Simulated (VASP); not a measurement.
# HfH2 (I4/mmm) in VASP: notebook

HfH2 is run at these levels: PBEsol; tasks: single point, relaxation of cell and atoms.

All numbers are computed with VASP 6.6.1; they aren't measurements. Logs are shortened: lines on timing, memory, paths and dates and some standing lists are left out, and cuts for length are marked.

### 1 The cell of the first run

Symmetry: I4/mmm, No. 139, tetragonal system. The conventional cell has a = 3.557 Å, b = 3.557 Å, c = 4.525 Å, α = 90.00°, β = 90.00°, γ = 90.00°. Within 2.8 Å of Hf (site symmetry 4/mmm) lie 8 H at 2.11 Å. Within 2.8 Å of H (site symmetry -4m2) lie 4 Hf at 2.11 Å and 6 H at 2.26 to 2.51 Å.

### 2 Single point, PBEsol (strained)

INCAR

```
PREC     = Accurate       # precision mode
ENCUT    = 520            # plane-wave cutoff, eV
EDIFF    = 1E-6           # SCF threshold, eV
ISMEAR   = 0              # smearing method
SIGMA    = 0.1            # smearing width, eV
LREAL    = False          # projectors in reciprocal space
LASPH    = True           # aspherical terms in the spheres
NELM     = 100            # most SCF steps
ALGO     = Normal         # electronic algorithm
ISIF     = 2              # what is computed and relaxed
LWAVE    = False          # write WAVECAR
LCHARG   = True           # write CHGCAR
GGA      = PS             # functional
LELF     = True           # ELF
LVHAR    = True         
NBANDS   = 13             # bands
```

KPOINTS

```
Automatic mesh
0
Gamma
  16 16 16
```

POSCAR

```
HfH2
1.0
   -1.7783361800      1.7783361800      2.2625304100
    1.7783361800     -1.7783361800      2.2625304100
    1.7783361800      1.7783361800     -2.2625304100
Hf H
1 2
Direct
    0.0000000000      0.0000000000      0.0000000000
    0.7500000000      0.2500000000      0.5000000000
    0.2500000000      0.7500000000      0.5000000000
```

Potentials or basis: VASP PAW PBE potentials, release 64 (Hf_pv, H).

The run is started by

```
cat potpaw_PBE.64/Hf_pv/POTCAR potpaw_PBE.64/H/POTCAR > POTCAR
mpirun -np 1 vasp_std > vasp.out
```

OUTCAR:

```text
PREC = Accurate
   ENCUT = 520
   EDIFF = 1E-6
   ISMEAR = 0
   LREAL = False
   LASPH = True
   NELM = 100
   ISIF = 2
   GGA = PS

 ion  position               nearest neighbor table
   1  0.000  0.000  0.000-   2 2.11   3 2.11   2 2.11   3 2.11   2 2.11   3 2.11   2 2.11   3 2.11

   2  0.750  0.250  0.500-   1 2.11   1 2.11   1 2.11   1 2.11
   3  0.250  0.750  0.500-   1 2.11   1 2.11   1 2.11   1 2.11

  LATTYP: Found a body centered tetragonal cell.
 ALAT       =     3.5566723600
 C/A-ratio  =     1.2722737329

  Lattice vectors:

 A1 = (  -1.7783361800,   1.7783361800,   2.2625304100)
 A2 = (   1.7783361800,  -1.7783361800,   2.2625304100)
 A3 = (   1.7783361800,   1.7783361800,  -2.2625304100)

Analysis of symmetry for initial positions (statically):
=====================================================================
 Subroutine PRICEL returns:
 Original cell was already a primitive cell.

 Routine SETGRP: Setting up the symmetry group for a
 body centered tetragonal supercell.

 Subroutine GETGRP returns: Found 16 space group operations
 (whereof 16 operations were pure point group operations)
 out of a pool of 16 trial point group operations.

The static configuration has the point symmetry D_4h.

Analysis of symmetry for dynamics (positions and initial velocities):
=====================================================================
 Subroutine PRICEL returns:
 Original cell was already a primitive cell.

 Routine SETGRP: Setting up the symmetry group for a
 body centered tetragonal supercell.

 Subroutine GETGRP returns: Found 16 space group operations
 (whereof 16 operations were pure point group operations)
 out of a pool of 16 trial point group operations.

The dynamic configuration has the point symmetry D_4h.

 Subroutine INISYM returns: Found 16 space group operations
 (whereof 16 operations are pure point group operations),
 and found     1 'primitive' translations

----------------------------------------------------------------------------------------

                                     Primitive cell

  volume of cell :      28.6208

  direct lattice vectors                    reciprocal lattice vectors
[... 96 lines left out ...]
   ISYM   =      2    0-nonsym 1-usesym 2-fastsym
   POTIM  = 0.5000    time-step for ionic-motion
   TEBEG  =    0.0;   TEEND  =   0.0 temperature during run
   PSTRESS=    0.0 pullay stress
   NELECT =      12.0000    total number of electrons
   NUPDOWN=      -1.0000    fix difference up-down
   EMIN   =  10.00;   EMAX   =-10.00  energy-range for DOS
   EFERMI =   0.00;   METHOD = LEGACY
   ISMEAR =     0;   SIGMA  =   0.10  broadening in eV -4-tet -1-fermi 0-gaus
   EFERMI_NEDOS =   21; number of points for ismear=-14 and -15
   IALGO  =     38    algorithm
   IMIX   =      4    mixing-type and parameters
     AMIX     =   0.40;   BMIX     =  1.00
     AMIX_MAG =   1.60;   BMIX_MAG =  1.00
  volume/ion in A,a.u.               =       9.54        64.38
  Fermi-wavevector in a.u.,A,eV,Ry     =   1.225297  2.315475 20.427128  1.501352
  Thomas-Fermi vector in A             =   2.360340
   LORBIT       =      0    0 simple, 1 ext, 2 COOP (PROOUT), +10 PAW based schemes
   GGA     = PS    functional components
   LHFCALC =     F    Hartree Fock is set to
   AEXX    =    0.0000 exact exchange contribution
   IVDW    =     0    specifies the selected vdW correction
   LEPSILON=     F    determine dielectric tensor
   LRPA    =     F    only Hartree local field effects (RPA)
 non-spin polarized calculation
 Gauss-broadening in eV      SIGMA  =   0.10
  energy-cutoff  :      520.00
  volume of cell :       28.62
 maximum number of plane-waves:       793
 NGX is ok and might be reduce to    28
   NGX = 13   NGY = 13   NGZ = 13

 number of electron      12.0000001 magnetization

 Free energy of the ion-electron system (eV)
  ---------------------------------------------------
  ext. energy  EPLUGINS =         0.00000000
  ---------------------------------------------------
  free energy    TOTEN  =       -18.62126467 eV

  energy without entropy =      -18.61835691  energy(sigma->0) =      -18.61981079

 E-fermi :   4.7229     XC(G=0): -11.1648

 val. band max:        4.7207086164   @ k =  -0.1250  -0.2500   0.1250
 cond. band min:       4.7346463498   @ k =  -0.1250   0.1875   0.1250
 fundamental gap:      0.0139377334
 Fermi energy:         4.7229042112

 k-point     1 :       0.0000    0.0000    0.0000
  band No.  band energies     occupation
      1     -26.5012      2.00000
      2     -26.5012      2.00000
      3     -26.4522      2.00000
      4      -6.1080      2.00000
      5       3.4086      2.00000
      6       4.2589      2.00000
      7       4.2589      2.00000
      8       4.9019      0.01137
      9       6.4591      0.00000
     10       7.5695      0.00000
     11      15.3695      0.00000
     12      16.2131      0.00000
     13      16.2131      0.00000
[... 354 lines left out ...]
  band No.  band energies     occupation
      1     -26.5179      2.00000
      2     -26.5044      2.00000
      3     -26.4583      2.00000
      4      -5.9848      2.00000
      5       2.5264      2.00000
      6       4.3585      2.00000
      7       4.9614      0.00074
      8       5.2792      0.00000
      9       6.3316      0.00000
     10       7.4946      0.00000
     11      14.6830      0.00000
     12      16.3195      0.00000
     13      16.8390      0.00000

 [... further k-points ...]

------------------------ aborting loop because EDIFF is reached ----------------------------------------

  FORCE on cell =-STRESS in cart. coord.  units (eV):
  Direction    XX          YY          ZZ          XY          YZ          ZX
  --------------------------------------------------------------------------------------
  -------------------------------------------------------------------------------------
  Total       -2.6308459     -2.6308459     -2.7956724      0.0000000     -0.0000000      0.0000000
  in kB     -147.2732443   -147.2732443   -156.5001355      0.0000000     -0.0000000      0.0000000
  external PRESSURE =    -150.3488747 kB  Pullay stress =       0.0000000 kB

 VOLUME and BASIS-vectors are now :
 -----------------------------------------------------------------------------
  energy-cutoff  :      520.00
  volume of cell :       28.62
      direct lattice vectors                 reciprocal lattice vectors
    -1.778336180  1.778336180  2.262530410     0.000000000  0.281161687  0.220991505
     1.778336180 -1.778336180  2.262530410     0.281161687  0.000000000  0.220991505
     1.778336180  1.778336180 -2.262530410     0.281161687  0.281161687  0.000000000

 POSITION                                       TOTAL-FORCE (eV/Angst)
 -----------------------------------------------------------------------------------
      0.00000      0.00000      0.00000        -0.000000      0.000000      0.000000
      0.00000      1.77834      1.13127        -0.000000      0.000000      0.000000
      1.77834      0.00000      1.13127         0.000000     -0.000000     -0.000000
 -----------------------------------------------------------------------------------
    total drift:                               -0.000000     -0.000000      0.000000

  FREE ENERGIE OF THE ION-ELECTRON SYSTEM (eV)
  ---------------------------------------------------
  free  energy   TOTEN  =       -18.6212646668 eV

  energy  without entropy=      -18.6183569088  energy(sigma->0) =      -18.61981079
```

OSZICAR:

```text
N       E                     dE             d eps       ncg     rms          rms(c)
DAV:   1     0.147365218985E+02    0.14737E+02   -0.64341E+03  9082   0.850E+02
DAV:   2    -0.189408409293E+02   -0.33677E+02   -0.32446E+02 11415   0.177E+02
DAV:   3    -0.197982423940E+02   -0.85740E+00   -0.85125E+00 11213   0.198E+01
DAV:   4    -0.198024562329E+02   -0.42138E-02   -0.42133E-02 10316   0.169E+00
DAV:   5    -0.198024876290E+02   -0.31396E-04   -0.31396E-04 11197   0.125E-01    0.415E+01
DAV:   6    -0.188297120187E+02    0.97278E+00   -0.66586E-01  9554   0.616E+00    0.266E+01
DAV:   7    -0.186618990779E+02    0.16781E+00   -0.83950E-01 10189   0.674E+00    0.521E+00
DAV:   8    -0.186241428197E+02    0.37756E-01   -0.16273E-01  9419   0.315E+00    0.228E+00
DAV:   9    -0.186213241296E+02    0.28187E-02   -0.87944E-03 10059   0.799E-01    0.546E-01
DAV:  10    -0.186212641159E+02    0.60014E-04   -0.10954E-03 11014   0.240E-01    0.271E-01
DAV:  11    -0.186212664524E+02   -0.23364E-05   -0.20253E-05 10929   0.396E-02    0.109E-01
DAV:  12    -0.186212647320E+02    0.17203E-05   -0.29342E-06 10259   0.129E-02    0.407E-02
DAV:  13    -0.186212646668E+02    0.65222E-07   -0.11359E-06  8035   0.859E-03
   1 F= -.18621265E+02 E0= -.18619811E+02  d E =-.290776E-02
```

stdout:

```text
POSCAR found type information on POSCAR HfH
 POSCAR found :  2 types and       3 ions
 scaLAPACK will be used
 -----------------------------------------------------------------------------
|                                                                             |
|                                                                             |
|     You enforced a specific xc type in the INCAR file but a different       |
|     I HOPE YOU KNOW WHAT YOU ARE DOING!                                     |
|                                                                             |
 -----------------------------------------------------------------------------

 LDA part: xc-table for (Slater+PW92), standard interpolation
 POSCAR, INCAR and KPOINTS ok, starting setup
 FFT: planning ... GRIDC
 FFT: planning ... GRID_SOFT
 FFT: planning ... GRID
 WAVECAR not read
 entering main loop
```

Wall time 4.3 min (1 thread of AMD EPYC 7R13, shared host); peak memory 0.24 GiB.

Results:

* Free energy: -18.6213 eV
* Pressure: -15.0 GPa
* Band gap on the k mesh: zero (bands 6 and 7 overlap by 0.88 eV)

Stress tensor (GPa, compression positive):
```
-14.73   0.00   0.00
  0.00 -14.73   0.00
  0.00   0.00 -15.65
```

Caveat: the cell differs from its parent crystal (strained); the cell stands under tension; the PAW data sets were made with another functional, which shifts forces and pressure a little; spin-orbit coupling is left out, which moves the levels of the heavy elements.

### 3 Single point, PBEsol

This run uses another cell than the first one, of 8.49 Å³/atom.

INCAR

```
SYSTEM = HfH2
PREC = Accurate ; ENCUT = 520
EDIFF = 1E-7 ; ISMEAR = -1
SIGMA = 0.15 ; LREAL = .False.
LASPH = .True. ; NELM = 60
ALGO = Normal ; ISIF = 2
LWAVE = .False. ; LCHARG = .False.
GGA = PS ; NBANDS = 13
```

KPOINTS

```
Automatic mesh
0
Gamma
  16 16 16
  0 0 0
```

POSCAR

```
HfH2
1.0
   -1.7279355577      1.7279355577      2.1325904506
    1.7279355577     -1.7279355577      2.1325904506
    1.7279355577      1.7279355577     -2.1325904506
Hf H
1 2
Direct
    0.0000000000      0.0000000000      0.0000000000
    0.7500000000      0.2500000000      0.5000000000
    0.2500000000      0.7500000000      0.5000000000
```

Potentials or basis: VASP PAW PBE potentials, release 64 (Hf_pv, H).

The run is started by

```
cat potpaw_PBE.64/Hf_pv/POTCAR potpaw_PBE.64/H/POTCAR > POTCAR
mpirun -np 1 vasp_std > vasp.out
```

Wall time 85 s (1 thread of Intel Xeon 8259CL, shared host); peak memory 0.24 GiB.

Results (log left out):

```
Free energy            : -18.8096 eV
Pressure               : -0.6 GPa
Band gap on the k mesh : zero (bands 6 and 7 overlap by 1.23 eV)
```

Levels at points of the mesh, in eV from the Fermi level:
```
           k point  band 4  band 5  band 6  band 7  band 8  band 9
(0.00, 0.00, 0.00)  -11.46   -1.19   -0.50   -0.50    0.41    1.81
(0.50, 0.00, 0.00)   -8.53   -5.16   -0.93    0.69    3.87    4.62
(0.50, 0.50, 0.00)   -6.68   -5.77   -4.27    4.01    4.23    5.56
(0.50, 0.50, 0.50)   -7.93   -4.14   -3.93    4.78    4.89    4.89
```

Caveat: the PAW data sets were made with another functional, which shifts forces and pressure a little; spin-orbit coupling is left out, which moves the levels of the heavy elements.

### 4 Relaxation of cell and atoms, PBEsol

This run uses another cell than the first one, of 8.48 Å³/atom.

INCAR

```
  PREC = Accurate
  ENCUT = 600
  EDIFF = 1E-7
  ISMEAR = -1
  SIGMA = 0.15
  LREAL = False
  LASPH = True
  NELM = 100
  ALGO = Normal
  ISIF = 3
  LWAVE = False
  LCHARG = False
  GGA = PS
  IBRION = 2
  NSW = 80
  EDIFFG = -0.001
```

KPOINTS

```
Automatic mesh
0
Gamma
  16 16 16
```

POSCAR

```
HfH2
1.0
   -1.7321345129      1.7321345129      2.1188357845
    1.7321345129     -1.7321345129      2.1188357845
    1.7321345129      1.7321345129     -2.1188357845
Hf H
1 2
Direct
    0.0000000000      0.0000000000      0.0000000000
    0.7500000000      0.2500000000      0.5000000000
    0.2500000000      0.7500000000      0.5000000000
```

The run is started by

```
cat potpaw_PBE.64/Hf_pv/POTCAR potpaw_PBE.64/H/POTCAR > POTCAR
mpirun -np 1 vasp_std > vasp.out
```

Wall time 7.3 min (1 thread of Intel Xeon 8259CL, shared host); peak memory 0.27 GiB.

Results (log left out):

| Item | Value |
| --- | --- |
| Free energy | -18.8112 eV |
| Relaxed volume | 8.46 Å³/atom |
| Relaxed cell | a = 3.239 Å, b = 3.239 Å, c = 3.239 Å, α = 115.60°, β = 115.60°, γ = 97.81° |
| Space group after relaxing (to 0.1 Å) | I4/mmm (No. 139) |
| Energy gained by relaxing | 0.1 meV/atom |
| Ionic steps | 6 |
| Pressure after relaxing | 0.0 GPa |
| Band gap on the k mesh | zero (bands 6 and 7 overlap by 1.23 eV) |

The path:
| step | energy change (eV) | largest force (eV/Å) | pressure (GPa) | volume (Å³) |
| --- | --- | --- | --- | --- |
| 1 | 0.0000 | 0.0000 | -0.45 | 25.43 |
| 2 | -0.0002 | 0.0000 | 0.11 | 25.34 |
| 3 | -0.0002 | 0.0000 | 0.11 | 25.34 |
| 4 | -0.0002 | 0.0000 | 0.10 | 25.35 |
| 5 | -0.0003 | 0.0000 | 0.02 | 25.37 |
| 6 | -0.0003 | 0.0000 | -0.01 | 25.38 |

Final structure:
```
CELL_PARAMETERS angstrom
-1.72615 1.72615 2.12926
1.72615 -1.72615 2.12926
1.72615 1.72615 -2.12926
ATOMIC_POSITIONS crystal
Hf 0.00000 0.00000 0.00000
H 0.75000 0.25000 0.50000
H 0.25000 0.75000 0.50000
```

Levels at points of the mesh, in eV from the Fermi level:
```csv
k point,band 2,band 3,band 4,band 5,band 6,band 7,band 8,band 9,band 10
"(0.00, 0.00, 0.00)",-30.79,-30.73,-11.48,-1.19,-0.50,-0.50,0.42,1.82,3.33
"(0.50, 0.00, 0.00)",-30.93,-30.79,-8.55,-5.16,-0.94,0.69,3.88,4.62,5.13
"(0.50, 0.50, 0.00)",-30.97,-30.90,-6.69,-5.77,-4.29,4.03,4.25,5.59,6.55
"(0.50, 0.50, 0.50)",-31.10,-31.10,-7.95,-4.13,-3.94,4.81,4.91,4.91,5.67
```

Caveat: the PAW data sets were made with another functional, which shifts forces and pressure a little; spin-orbit coupling is left out, which moves the levels of the heavy elements.

### 5 The runs side by side

| task | cell | cutoff (eV) | smearing | gap on the mesh (eV) | pressure (GPa) |
| --- | --- | --- | --- | --- | --- |
| single point | a = 3.383 Å, angles 116.6, 116.6, 96.0°, 3 atoms | 520 | gaussian 0.1 eV | none | -15.0 |
| single point | a = 3.243 Å, angles 115.6, 115.6, 97.8°, 3 atoms | 520 | fermi-dirac 0.15 eV | none | -0.6 |
| relaxation of cell and atoms | relaxed from a = 3.239 Å, angles 115.3, 115.3, 98.3°, 3 atoms | 600 | fermi-dirac 0.15 eV | none | 0.0 |

Alike in all rows: level PBEsol; potentials or basis VASP PAW PBE potentials, release 64 (Hf_pv, H); no spin polarisation; k mesh 16 × 16 × 16.

Caveats: the PAW data sets were made with another functional, which shifts forces and pressure a little; spin-orbit coupling is left out, which moves the levels of the heavy elements; the cell stands under tension (at least some runs).

Total energies depend on the potentials used, so only differences within one code and one set of settings carry meaning.

The gap in the log of VASP goes by the Fermi energy; the results here count the filled bands.